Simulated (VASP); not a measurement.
# H2CO: single point with PBE+D3(BJ)

System: H2CO.

```xyz
32
Lattice="7.6013 0.0000 0.0000 0.0000 7.6013 0.0000 0.0000 0.0000 7.6013" Properties=species:S:1:pos:R:3 pbc="T T T"
O     7.5904    7.7574    7.6235
O    -0.1414    3.3461    2.4134
O     4.9402    2.4461    4.6470
O     3.9082    4.6234    0.8773
O     1.6564    8.2864    5.2630
O     4.4486    0.1831    8.2796
O     1.6256    5.0090    5.2739
O     5.3432    5.7787    4.2549
C     7.1946    7.1333    6.6679
C    -0.1079    2.3714    1.7228
C     4.7322    2.6855    3.4637
C     4.3144    5.0127   -0.2084
C     2.1805    7.4371    4.4639
C     4.2388    1.1090    7.4829
C     1.8550    4.0623    4.4642
C     5.9914    6.0691    3.2502
H     6.3615    7.5194    6.0556
H     7.7208    6.2156    6.2854
H     0.6624    2.1443    0.9652
H    -0.9352    1.5606    1.6903
H     5.0169    3.6270    3.0342
H     4.3743    1.8964    2.6742
H     5.3502    5.2558   -0.3657
H     3.6562    5.0988   -1.0920
H     1.5464    6.9998    3.6511
H     3.2646    7.1649    4.5077
H     4.2168    2.1735    7.8464
H     4.1001    0.8790    6.4173
H     2.6313    4.1708    3.5952
H     1.5465    3.0006    4.6337
H     5.6072    6.6441    2.4322
H     6.9847    5.6784    3.1120
```

```
Program                : VASP 6.6.1
Task                   : single point
Functional             : PBE
Dispersion             : D3(BJ)
Potentials or basis    : VASP PAW PBE potentials, release 64 (O_h, C_h, H_h)
Cutoff                 : 1000 eV
k mesh                 : 1 × 1 × 1
Occupations            : fermi-dirac, width 0.02 eV
Spin                   : no spin polarisation
Dipole correction      : no
Further INCAR settings : LREAL = Auto; ALGO = Normal; EDIFF = 1e-06; NBANDS = 70
```

| Property | Result |
| --- | --- |
| Pressure | -1.5 GPa |
| Largest force | 3.672 eV/Å |
| Band gap on the k mesh | 2.55 eV |
| Dispersion energy per atom | -0.041 eV |

Forces on the atoms (eV/Å):
```
O    0.025 -0.130  0.603
O    0.102  0.955  0.826
O   -0.568 -0.110 -0.912
O    0.149 -0.062 -0.423
O    1.684 -2.200 -2.313
O   -0.349  1.249 -0.881
O    0.365 -2.668 -2.496
O    0.342  0.576 -0.748
C    0.607 -0.111 -0.682
C   -1.016 -1.769 -1.084
C    0.355 -1.712  0.181
C   -1.039 -0.293  0.683
C   -1.583  2.194  1.853
C    0.376 -1.270  1.389
C    1.326  1.929  1.363
C   -0.819 -0.879  1.550
H   -0.336 -0.082 -0.150
H   -0.391  0.195  0.315
H    0.475  0.171  0.003
H    0.626  0.766  0.333
H   -0.045  1.004 -0.379
H    0.138  0.632  1.204
H    1.123  0.274 -0.167
H   -0.117  0.077 -0.011
H    0.372  0.056  0.195
H   -0.349  0.015 -0.025
H   -0.099 -0.296 -0.291
H   -0.113  0.354 -0.227
H   -1.278  0.277  0.866
H   -0.411  0.339  0.195
H   -0.702  0.839 -0.765
H    1.152 -0.319 -0.008
```

Stress tensor (GPa, compression positive):
```
 0.00  0.35  0.65
 0.35 -2.13 -1.45
 0.65 -1.45 -2.43
```

Levels at points of the mesh, in eV from the valence-band top:
```tsv
k point	band 45	band 46	band 47	band 48	band 49	band 50	band 51	band 52
(0.00, 0.00, 0.00)	-0.26	-0.25	-0.12	0.00	2.55	2.96	3.05	3.16
```

Run time: 3.2 min on 1 thread of Intel(R) Xeon(R) Platinum 8488C (Sapphire Rapids), with other jobs on the host, peak memory 0.89 GiB.

Caveat: the k points lie up to 0.83 Å⁻¹ apart; the atoms stand as in a frame of molecular dynamics.
